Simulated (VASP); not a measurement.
Runs of VASP 6.6.1 on Ta2N. The structure is that of space group P-3m1 (No. 164), or close to it. The cells are those of the table. 

| spin | cell | k mesh | gap on the mesh (eV) | pressure (GPa) | largest force (eV/Å) |
| --- | --- | --- | --- | --- | --- |
| collinear, ferromagnetic start | a = 3.113, b = 3.113, c = 4.870 Å, angles 90.0, 90.0, 120.0°, 3 atoms | 6 × 6 × 4 | none | -8.6 | (b) |
| off | a = 3.199, b = 3.199, c = 5.151 Å, angles 90.0, 90.0, 120.0°, 3 atoms | 15 × 15 × 10 | none | -32.4 | 1.89 |
| off | a = 3.061, b = 3.061, c = 5.081 Å, angles 90.0, 90.0, 120.0°, 3 atoms | 15 × 15 × 10 | none | -12.3 | 0.85 |
| off | a = 3.168, b = 3.168, c = 5.029 Å, angles 90.0, 90.0, 120.0°, 3 atoms | 15 × 15 × 10 | none | (a) | (c) |

Alike in all rows: task single point; level PBEsol; potentials or basis VASP PAW PBE potentials, release 64 (Ta_pv, N); cutoff (eV) 520; smearing gaussian 0.1 eV.

Question: Estimate the missing entries.

Answer: (a) -15.3; (b) 0.50; (c) 1.68.

Caveats: some runs use coarse meshes; the PAW data sets were made with another functional, which shifts forces and pressure a little; spin-orbit coupling is left out, which moves the levels of the heavy elements.

A k mesh can miss the band edges, and the runs leave out spin-orbit coupling on Ta.

A gap of «none» marks levels without a gap at the run's occupations.
